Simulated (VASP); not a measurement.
The system is SnTe.

```xyz
2
Lattice="0.0000 3.1509 3.1509 3.1509 0.0000 3.1509 3.1509 3.1509 0.0000" Properties=species:S:1:pos:R:3 pbc="T T T"
Te    3.1509    3.1509    3.1509
Sn    0.0000    0.0000    0.0000
```

```yaml
Program: VASP 6.6.1
Task: relaxation of cell and atoms
Functional: BLYP
Dispersion: D4
Potentials_or_basis: VASP PAW PBE potentials, release 64 (Te, Sn_d)
Cutoff: 600 eV
k_mesh: 7 × 7 × 7
Occupations: fermi-dirac, width 0.05 eV
Spin: no spin polarisation
```

At the start: pressure 1.9 GPa; volume 31.28 Å³/atom.

Problem. Where does the relaxation end?

Solution. Over 5 steps the energy falls by 8.0 meV/atom and the volume is 32.68 Å³/atom (+4.5 %); space group Fm-3m (No. 225, to 0.05 Å).

The path:
| step | energy change (eV) | largest force (eV/Å) | pressure (GPa) | volume (Å³) |
| --- | --- | --- | --- | --- |
| 1 | 0.0000 | 0.0000 | 1.92 | 62.56 |
| 2 | -0.0154 | 0.0000 | -0.30 | 66.02 |
| 3 | -0.0160 | 0.0000 | -0.04 | 65.42 |
| 4 | -0.0160 | 0.0000 | 0.03 | 65.36 |
| 5 | -0.0160 | 0.0000 | 0.00 | 65.36 |

Final structure:
```cif
data_structure
_symmetry_space_group_name_H-M 'P 1'
_symmetry_Int_Tables_number 1
_cell_length_a 4.5215
_cell_length_b 4.5215
_cell_length_c 4.5215
_cell_angle_alpha 60.000
_cell_angle_beta 60.000
_cell_angle_gamma 60.000
_cell_volume 65.36
loop_
_atom_site_label
_atom_site_type_symbol
_atom_site_fract_x
_atom_site_fract_y
_atom_site_fract_z
_atom_site_occupancy
Te1 Te 0.50000 0.50000 0.50000 1
Sn1 Sn 0.00000 0.00000 0.00000 1
```

Caveat: the PAW data sets were made with another functional, which shifts forces and pressure a little.
